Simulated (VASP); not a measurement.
Write the native input for VASP 6.6.1 that does the following.

| Property | Result |
| --- | --- |
| Task | single point |
| Functional | PBE |
| Potentials or basis | VASP PAW PBE potentials, release 64 (Ga_d, Se) |
| Cutoff | 520 eV |
| k mesh | 4 × 4 × 4 |
| Occupations | gaussian, width 0.1 eV |
| Spin | no spin polarisation |
| Dipole correction | no |
| Further INCAR settings | ALGO = Normal; EDIFF = 1e-06; NBANDS = 30 |

The structure of Ga3Se lies in POSCAR:

```
Ga3Se
1.0
    4.5225688100      0.0000000000      0.0000000000
    0.0000000000      4.5225688100      0.0000000000
    0.0000000000      0.0000000000      4.5225688100
Ga Se
3 1
Direct
    0.5000000000      0.0000000000      0.0000000000
    0.0000000000      0.5000000000      0.0000000000
    0.0000000000      0.0000000000      0.5000000000
    0.5000000000      0.5000000000      0.5000000000
```

The cell was generated, and may not be a known phase.

One way to write it, as run:

INCAR

```
SYSTEM = Ga3Se
PREC = Accurate
ENCUT = 520
EDIFF = 1E-6
ISMEAR = 0
SIGMA = 0.1
LREAL = .False.
LASPH = .True.
NELM = 60
ALGO = Normal
ISIF = 2
LWAVE = .False.
LCHARG = .True.
GGA = PE
LELF = .True.
LVHAR = .True.
NBANDS = 30
```

KPOINTS

```
regular mesh
0
Gamma
  4 4 4
  0 0 0
```

Potentials or basis: VASP PAW PBE potentials, release 64 (Ga_d, Se).

The run is started by

```sh
$ cat potpaw_PBE.64/Ga_d/POTCAR potpaw_PBE.64/Se/POTCAR > POTCAR
$ mpirun -np 1 vasp_std > vasp.out
```

It gave:

```yaml
Pressure: -2.2 GPa
Band_gap_on_the_k_mesh: zero (an odd number of electrons rules out a gap without spin polarisation)
```

Wall time 48 s on 1 thread of Intel Xeon 8259CL, with other jobs on the host, peak memory 0.21 GiB.
